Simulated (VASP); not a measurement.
# GaN (Fm-3m) in VASP: notebook

The runs below take GaN through single point, with r2SCAN.

All numbers are computed with VASP 6.6.1; they aren't measurements. Logs are shortened: lines on timing, memory, paths and dates and some standing lists are left out, and cuts for length are marked.

**1. The cell of the first run**

It takes space group Fm-3m (No. 225, cubic). Conventional cell: a = 4.153 Å, b = 4.153 Å, c = 4.153 Å, α = 90.00°, β = 90.00°, γ = 90.00°. Ga (site symmetry m-3m) has 6 N at 2.08 Å within 2.7 Å. Within 2.7 Å of N (site symmetry m-3m) lie 6 Ga at 2.08 Å.

**2. Single point, r2SCAN**

The input, POSCAR:

```
GaN
1.0
    0.0000000000      2.0767057024      2.0767057024
    2.0767057024      0.0000000000      2.0767057024
    2.0767057024      2.0767057024      0.0000000000
Ga N
1 1
Direct
    0.0000000000      0.0000000000      0.0000000000
    0.5000000000      0.5000000000      0.5000000000
```

The input, INCAR.step1:

```
PREC = Accurate ; ENCUT = 520
ISMEAR = 0 ; SIGMA = 0.01
LREAL = F ; LASPH = T
NELM = 100 ; NBANDS = 16
GGA = PE ; ALGO = Normal
EDIFF = 1E-4 ; LWAVE = T
LCHARG = F
```

The input, INCAR.step2:

```
PREC = Accurate ; ENCUT = 520
EDIFF = 1E-6 ; ISMEAR = 0
SIGMA = 0.01 ; LREAL = F
LASPH = T ; NELM = 100
ALGO = Normal ; ISIF = 2
LWAVE = F ; LCHARG = F
METAGGA = R2SCAN ; LMIXTAU = T
NBANDS = 16 ; ISTART = 1
```

The input, KPOINTS:

```
Automatic mesh
0
Gamma
  8 8 8
```

Potentials or basis: VASP PAW PBE potentials, release 64 (Ga_d, N).

Run with:

```console
$ cat potpaw_PBE.64/Ga_d/POTCAR potpaw_PBE.64/N/POTCAR > POTCAR
$ cp INCAR.step1 INCAR
$ mpirun -np 1 vasp_std > vasp.out
$ cp INCAR.step2 INCAR
$ mpirun -np 1 vasp_std > vasp.out
```

OUTCAR:

```text
PREC = Accurate
   ENCUT = 520
   EDIFF = 1E-6
   ISMEAR = 0
   LREAL = F
   LASPH = T
   NELM = 100
   ISIF = 2
   METAGGA = R2SCAN
   ISTART = 1

 ion  position               nearest neighbor table
   1  0.000  0.000  0.000-   2 2.08   2 2.08   2 2.08   2 2.08   2 2.08   2 2.08
   2  0.500  0.500  0.500-   1 2.08   1 2.08   1 2.08   1 2.08   1 2.08   1 2.08

  LATTYP: Found a face centered cubic cell.
 ALAT       =     4.1534114048

  Lattice vectors:

 A1 = (   0.0000000000,   2.0767057024,   2.0767057024)
 A2 = (   2.0767057024,   0.0000000000,   2.0767057024)
 A3 = (   2.0767057024,   2.0767057024,   0.0000000000)

Analysis of symmetry for initial positions (statically):
=====================================================================
 Subroutine PRICEL returns:
 Original cell was already a primitive cell.

 Routine SETGRP: Setting up the symmetry group for a
 face centered cubic supercell.

 Subroutine GETGRP returns: Found 48 space group operations
 (whereof 48 operations were pure point group operations)
 out of a pool of 48 trial point group operations.

The static configuration has the point symmetry O_h .

Analysis of symmetry for dynamics (positions and initial velocities):
=====================================================================
 Subroutine PRICEL returns:
 Original cell was already a primitive cell.

 Routine SETGRP: Setting up the symmetry group for a
 face centered cubic supercell.

 Subroutine GETGRP returns: Found 48 space group operations
 (whereof 48 operations were pure point group operations)
 out of a pool of 48 trial point group operations.

The dynamic configuration has the point symmetry O_h .

 Subroutine INISYM returns: Found 48 space group operations
 (whereof 48 operations are pure point group operations),
 and found     1 'primitive' translations

----------------------------------------------------------------------------------------

                                     Primitive cell

  volume of cell :      17.9124

  direct lattice vectors                    reciprocal lattice vectors
     0.000000000  2.076705702  2.076705702    -0.240765940  0.240765940  0.240765940
     2.076705702  0.000000000  2.076705702     0.240765940 -0.240765940  0.240765940
     2.076705702  2.076705702  0.000000000     0.240765940  0.240765940 -0.240765940

  length of vectors
     2.936905369  2.936905369  2.936905369     0.417018840  0.417018840  0.417018840

  position of ions in fractional coordinates (direct lattice)
     0.000000000  0.000000000  0.000000000
     0.500000000  0.500000000  0.500000000

  ion indices of the primitive-cell ions
   primitive index   ion index
                 1           1
                 2           2

----------------------------------------------------------------------------------------

 KPOINTS: Automatic mesh

Automatic generation of k-mesh.
 Grid dimensions read from file:
 generate k-points for:    8    8    8

 Generating k-lattice:

  Cartesian coordinates                     Fractional coordinates (reciprocal lattice)
    -0.030095742  0.030095742  0.030095742     0.125000000  0.000000000  0.000000000
     0.030095742 -0.030095742  0.030095742     0.000000000  0.125000000  0.000000000
     0.030095742  0.030095742 -0.030095742     0.000000000  0.000000000  0.125000000

  Length of vectors
     0.052127355  0.052127355  0.052127355

  Shift w.r.t. Gamma in fractional coordinates (k-lattice)
     0.000000000  0.000000000  0.000000000

 Subroutine IBZKPT returns following result:
 ===========================================

 Found     29 irreducible k-points:

 Following reciprocal coordinates:
            Coordinates               Weight
  0.000000  0.000000  0.000000      1.000000
  0.125000  0.000000  0.000000      8.000000
  0.250000  0.000000  0.000000      8.000000
  0.375000  0.000000  0.000000      8.000000
  0.500000  0.000000  0.000000      4.000000
  0.125000  0.125000  0.000000      6.000000
[... 16 lines left out ...]
  0.500000  0.250000  0.125000     48.000000
 -0.375000  0.250000  0.125000     24.000000
 [... further k-points ...]
   k-points           NKPTS =     29   k-points in BZ     NKDIM =     29   number of bands    NBANDS=     16
   number of dos      NEDOS =    301   number of ions     NIONS =      2
   total plane-waves  NPLWV =  13824
   dimension x,y,z NGX =    24 NGY =   24 NGZ =   24
   dimension x,y,z NGXF=    48 NGYF=   48 NGZF=   48
   ions per type =               1   1
   NGX,Y,Z   is equivalent  to a cutoff of  13.59, 13.59, 13.59 a.u.
   NGXF,Y,Z  is equivalent  to a cutoff of  27.17, 27.17, 27.17 a.u.
 SYSTEM =  unknown system
   PREC   = accura    normal or accurate (medium, high low for compatibility)
   ISTART =      1    job   : 0-new  1-cont  2-samecut
   ICHARG =      0    charge: 1-file 2-atom 10-const
   ISPIN  =      1    spin polarized calculation?
   LNONCOLLINEAR =      F non collinear calculations
   LSORBIT =      F    spin-orbit coupling
   LASPH  =      T    aspherical Exc in radial PAW
   ENCUT  =  520.0 eV  38.22 Ry    6.18 a.u.   5.46  5.46  5.46*2*pi/ulx,y,z
   NELM   =    100;   NELMIN=  2; NELMDL=  0     # of ELM steps
   EDIFF  = 0.1E-05   stopping-criterion for ELM
   LREAL  =      F    real-space projection
   EDIFFG = 0.1E-04   stopping-criterion for IOM
   NSW    =      0    number of steps for IOM
   IBRION =     -1    ionic relax: 0-MD 1-quasi-New 2-CG
   NFREE  =      0    steps in history (QN), initial steepest desc. (CG)
   ISIF   =      2    stress and relaxation
   ISYM   =      2    0-nonsym 1-usesym 2-fastsym
   POTIM  = 0.5000    time-step for ionic-motion
   TEBEG  =    0.0;   TEEND  =   0.0 temperature during run
   PSTRESS=    0.0 pullay stress
   NELECT =      18.0000    total number of electrons
   NUPDOWN=      -1.0000    fix difference up-down
   EMIN   =  10.00;   EMAX   =-10.00  energy-range for DOS
   EFERMI =   0.00;   METHOD = LEGACY
   ISMEAR =     0;   SIGMA  =   0.01  broadening in eV -4-tet -1-fermi 0-gaus
   EFERMI_NEDOS =   21; number of points for ismear=-14 and -15
   IALGO  =     38    algorithm
   IMIX   =      4    mixing-type and parameters
     AMIX     =   0.40;   BMIX     =  1.00
     AMIX_MAG =   1.60;   BMIX_MAG =  1.00
  volume/ion in A,a.u.               =       8.96        60.44
  Fermi-wavevector in a.u.,A,eV,Ry     =   1.639762  3.098700 36.583591  2.688818
  Thomas-Fermi vector in A             =   2.730513
   LORBIT       =      0    0 simple, 1 ext, 2 COOP (PROOUT), +10 PAW based schemes
   METAGGA = R2SCAN    functional components
   LHFCALC =     F    Hartree Fock is set to
   AEXX    =    0.0000 exact exchange contribution
   IVDW    =     0    specifies the selected vdW correction
   LEPSILON=     F    determine dielectric tensor
   LRPA    =     F    only Hartree local field effects (RPA)
 non-spin polarized calculation
 Gauss-broadening in eV      SIGMA  =   0.01
  energy-cutoff  :      520.00
  volume of cell :       17.91
 maximum number of plane-waves:       531
 NGX is ok and might be reduce to    24
   NGX = 11   NGY = 11   NGZ = 11

 number of electron      17.9999993 magnetization

 Free energy of the ion-electron system (eV)
  ---------------------------------------------------
  ext. energy  EPLUGINS =         0.00000000
  ---------------------------------------------------
  free energy    TOTEN  =       -20.93606536 eV

  energy without entropy =      -20.93606536  energy(sigma->0) =      -20.93606536

 E-fermi :   8.3580     XC(G=0): -14.5167

 val. band max:        8.3108135145   @ k =  -0.2500   0.1250   0.0000
 cond. band min:       9.7938470410   @ k =   0.5000   0.5000   0.0000
 fundamental gap:      1.4830335265
 Fermi energy:         8.3579637054

 k-point     1 :       0.0000    0.0000    0.0000
  band No.  band energies     occupation
      1     -10.2790      2.00000
      2      -6.0294      2.00000
      3      -6.0294      2.00000
      4      -6.0294      2.00000
      5      -5.9498      2.00000
      6      -5.9498      2.00000
[... 8 lines left out ...]
     15      26.0610      0.00000
     16      26.0611      0.00000

 k-point     2 :       0.1250    0.0000    0.0000
  band No.  band energies     occupation
      1      -9.9568      2.00000
      2      -6.0446      2.00000
      3      -6.0254      2.00000
      4      -6.0253      2.00000
      5      -5.9635      2.00000
      6      -5.9634      2.00000
[... 8 lines left out ...]
     15      25.8373      0.00000
     16      25.8374      0.00000

 k-point     3 :       0.2500    0.0000    0.0000
  band No.  band energies     occupation
      1      -9.0465      2.00000
      2      -6.1147      2.00000
      3      -6.1146      2.00000
      4      -6.0869      2.00000
      5      -5.8954      2.00000
      6      -5.8953      2.00000
[... 8 lines left out ...]
     15      27.5414      0.00000
     16      27.5415      0.00000

 k-point     4 :       0.3750    0.0000    0.0000
  band No.  band energies     occupation
      1      -7.7894      2.00000
      2      -6.2160      2.00000
      3      -6.2160      2.00000
      4      -6.1662      2.00000
      5      -5.8124      2.00000
      6      -5.8123      2.00000
[... 8 lines left out ...]
     15      30.4942      0.00000
     16      30.4944      0.00000

 k-point     5 :       0.5000    0.0000    0.0000
  band No.  band energies     occupation
      1      -6.9825      2.00000
      2      -6.2964      2.00000
      3      -6.2579      2.00000
      4      -6.2578      2.00000
      5      -5.7773      2.00000
      6      -5.7772      2.00000
[... 8 lines left out ...]
     15      33.5306      0.00000
     16      33.5309      0.00000

 k-point     6 :       0.1250    0.1250    0.0000
  band No.  band energies     occupation
      1      -9.8617      2.00000
      2      -6.0591      2.00000
      3      -6.0349      2.00000
      4      -5.9933      2.00000
      5      -5.9933      2.00000
      6      -5.9315      2.00000
[... 8 lines left out ...]
     15      28.7899      0.00000
     16      28.7899      0.00000

 k-point     7 :       0.2500    0.1250    0.0000
  band No.  band energies     occupation
      1      -9.1946      2.00000
      2      -6.1092      2.00000
      3      -6.0840      2.00000
      4      -6.0162      2.00000
      5      -5.9170      2.00000
      6      -5.8768      2.00000
[... 8 lines left out ...]
     15      28.9815      0.00000
     16      29.8527      0.00000

 k-point     8 :       0.3750    0.1250    0.0000
  band No.  band energies     occupation
      1      -8.1837      2.00000
      2      -6.1779      2.00000
      3      -6.1122      2.00000
      4      -6.0675      2.00000
      5      -5.7985      2.00000
      6      -5.7486      2.00000
[... 8 lines left out ...]
     15      29.5873      0.00000
     16      31.9963      0.00000

 k-point     9 :       0.5000    0.1250    0.0000
  band No.  band energies     occupation
      1      -7.4370      2.00000
      2      -6.2277      2.00000
      3      -6.1971      2.00000
      4      -6.0043      2.00000
      5      -5.7706      2.00000
      6      -5.4682      2.00000
[... 8 lines left out ...]
     15      30.7504      0.00000
     16      33.5574      0.00000
[... 172 lines left out ...]
 k-point    19 :       0.5000    0.3750    0.0000
  band No.  band energies     occupation
      1      -8.2668      2.00000
      2      -6.2034      2.00000
      3      -5.8858      2.00000
      4      -5.7752      2.00000
      5      -5.7288      2.00000
      6      -3.6464      2.00000
[... 8 lines left out ...]
     15      36.0529      0.00000
     16      38.1837      0.00000

 k-point    20 :      -0.3750    0.3750    0.0000
  band No.  band energies     occupation
      1      -8.0304      2.00000
      2      -6.1568      2.00000
      3      -5.9953      2.00000
      4      -5.8705      2.00000
      5      -5.7505      2.00000
      6      -3.5763      2.00000
[... 8 lines left out ...]
     15      32.8604      0.00000
     16      35.7447      0.00000

 k-point    21 :       0.5000    0.5000    0.0000
  band No.  band energies     occupation
      1      -8.3706      2.00000
      2      -6.2340      2.00000
      3      -5.8246      2.00000
      4      -5.7102      2.00000
      5      -5.7102      2.00000
      6      -3.0760      2.00000
[... 8 lines left out ...]
     15      38.2179      0.00000
     16      38.3651      0.00000

 k-point    22 :       0.3750    0.2500    0.1250
  band No.  band energies     occupation
      1      -8.5432      2.00000
      2      -6.1078      2.00000
      3      -6.0827      2.00000
      4      -6.0300      2.00000
      5      -5.8886      2.00000
      6      -5.6848      2.00000
[... 8 lines left out ...]
     15      31.3791      0.00000
     16      31.7453      0.00000

 k-point    23 :       0.5000    0.2500    0.1250
  band No.  band energies     occupation
      1      -7.9048      2.00000
      2      -6.1519      2.00000
      3      -6.0923      2.00000
      4      -6.0118      2.00000
      5      -5.8067      2.00000
      6      -5.1791      2.00000
[... 8 lines left out ...]
     15      31.4658      0.00000
     16      32.8910      0.00000

 k-point    24 :      -0.3750    0.2500    0.1250
  band No.  band energies     occupation
      1      -7.6775      2.00000
      2      -6.1911      2.00000
      3      -6.0989      2.00000
      4      -5.9886      2.00000
      5      -5.7703      2.00000
      6      -4.7076      2.00000
[... 8 lines left out ...]
     15      28.9135      0.00000
     16      33.8198      0.00000

 [... further k-points ...]

------------------------ aborting loop because EDIFF is reached ----------------------------------------

  FORCE on cell =-STRESS in cart. coord.  units (eV):
  Direction    XX          YY          ZZ          XY          YZ          ZX
  --------------------------------------------------------------------------------------
  -------------------------------------------------------------------------------------
  Total        1.5458814      1.5458814      1.5458814     -0.0000000      0.0000000      0.0000000
  in kB      138.2712472    138.2712472    138.2712472     -0.0000000      0.0000000      0.0000000
  external PRESSURE =     138.2712472 kB  Pullay stress =       0.0000000 kB

 VOLUME and BASIS-vectors are now :
 -----------------------------------------------------------------------------
  energy-cutoff  :      520.00
  volume of cell :       17.91
      direct lattice vectors                 reciprocal lattice vectors
     0.000000000  2.076705702  2.076705702    -0.240765940  0.240765940  0.240765940
     2.076705702  0.000000000  2.076705702     0.240765940 -0.240765940  0.240765940
     2.076705702  2.076705702  0.000000000     0.240765940  0.240765940 -0.240765940

 POSITION                                       TOTAL-FORCE (eV/Angst)
 -----------------------------------------------------------------------------------
      0.00000      0.00000      0.00000         0.000000      0.000000      0.000000
      2.07671      2.07671      2.07671         0.000000      0.000000      0.000000
 -----------------------------------------------------------------------------------
    total drift:                                0.000000     -0.000000     -0.000000

  FREE ENERGIE OF THE ION-ELECTRON SYSTEM (eV)
  ---------------------------------------------------
  free  energy   TOTEN  =       -20.9360653590 eV

  energy  without entropy=      -20.9360653590  energy(sigma->0) =      -20.93606536
```

Run time: 15 s. Hardware: 1 thread of Intel Xeon 6975P-C (Granite Rapids), shared host; peak memory 0.14 GiB.

Results:

| Property | Result |
| --- | --- |
| Free energy | -20.9361 eV |
| Pressure | 13.8 GPa |
| Band gap on the k mesh | 1.48 eV, indirect (least direct gap 4.03 eV) |

Levels at points of the mesh, in eV from the valence-band top:
```
           k point  band 5  band 6  band 7  band 8  band 9  band 10  band 11  band 12  band 13  band 14
(0.00, 0.00, 0.00)  -14.26  -14.26   -0.57   -0.57   -0.57     3.46    15.79    15.79    15.79    17.44
(0.50, 0.00, 0.00)  -14.09  -14.09   -8.61   -0.16   -0.16     5.63    10.16    10.16    11.09    18.06
(0.50, 0.50, 0.00)  -14.02  -11.39   -7.63   -3.31   -3.31     1.48     8.59    13.64    16.41    16.41
```

Caveat: the PAW data sets were made with another functional, which shifts forces and pressure a little.

**3. Single point, r2SCAN**

This run uses another cell than the first one, of 9.22 Å³/atom, 1.029 times its volume.

The input, POSCAR:

```
GaN
1.0
    0.0000000000      2.0965796918      2.0965796918
    2.0965796918      0.0000000000      2.0965796918
    2.0965796918      2.0965796918      0.0000000000
Ga N
1 1
Direct
    0.0000000000      0.0000000000      0.0000000000
    0.5000000000      0.5000000000      0.5000000000
```

The input, INCAR.step1:

```
ALGO     = Normal         # electronic algorithm
EDIFF    = 1E-4           # SCF threshold, eV
ENCUT    = 520            # plane-wave cutoff, eV
GGA      = PE             # functional
ISMEAR   = 0              # smearing method
LASPH    = T              # aspherical terms in the spheres
LCHARG   = F              # write CHGCAR
LREAL    = F              # projectors in reciprocal space
LWAVE    = T              # write WAVECAR
NBANDS   = 16             # bands
NELM     = 80             # most SCF steps
PREC     = Accurate       # precision mode
SIGMA    = 0.01           # smearing width, eV
```

The input, INCAR.step2:

```
ALGO     = Normal         # electronic algorithm
EDIFF    = 1E-6           # SCF threshold, eV
ENCUT    = 520            # plane-wave cutoff, eV
ISIF     = 2              # what is computed and relaxed
ISMEAR   = 0              # smearing method
ISTART   = 1            
LASPH    = T              # aspherical terms in the spheres
LCHARG   = F              # write CHGCAR
LMIXTAU  = T            
LREAL    = F              # projectors in reciprocal space
LWAVE    = F              # write WAVECAR
METAGGA  = R2SCAN         # meta-GGA
NBANDS   = 16             # bands
NELM     = 80             # most SCF steps
PREC     = Accurate       # precision mode
SIGMA    = 0.01           # smearing width, eV
```

The input, KPOINTS:

```
k-points
0
Gamma
  8 8 8
```

Potentials or basis: VASP PAW PBE potentials, release 64 (Ga_d, N).

Run with:

```console
$ cat potpaw_PBE.64/Ga_d/POTCAR potpaw_PBE.64/N/POTCAR > POTCAR
$ cp INCAR.step1 INCAR
$ mpirun -np 1 vasp_std > vasp.out
$ cp INCAR.step2 INCAR
$ mpirun -np 1 vasp_std > vasp.out
```

Wall time 15 s (1 thread of Intel Xeon 6975P-C (Granite Rapids), shared host); peak memory 0.14 GiB.

It converged, with:

| Property | Result |
| --- | --- |
| Free energy | -20.9679 eV |
| Pressure | 5.7 GPa |
| Band gap on the k mesh | 1.28 eV, indirect (least direct gap 3.64 eV) |

Levels at points of the mesh, in eV from the valence-band top:
```tsv
k point	band 6	band 7	band 8	band 9	band 10	band 11	band 12	band 13
(0.00, 0.00, 0.00)	-14.28	-0.53	-0.53	-0.53	3.10	15.61	15.61	15.61
(0.50, 0.00, 0.00)	-14.12	-8.46	-0.16	-0.16	5.49	9.98	9.98	10.68
(0.50, 0.50, 0.00)	-11.47	-7.40	-3.19	-3.19	1.28	8.55	13.33	16.01
```

Caveat: the PAW data sets were made with another functional, which shifts forces and pressure a little.
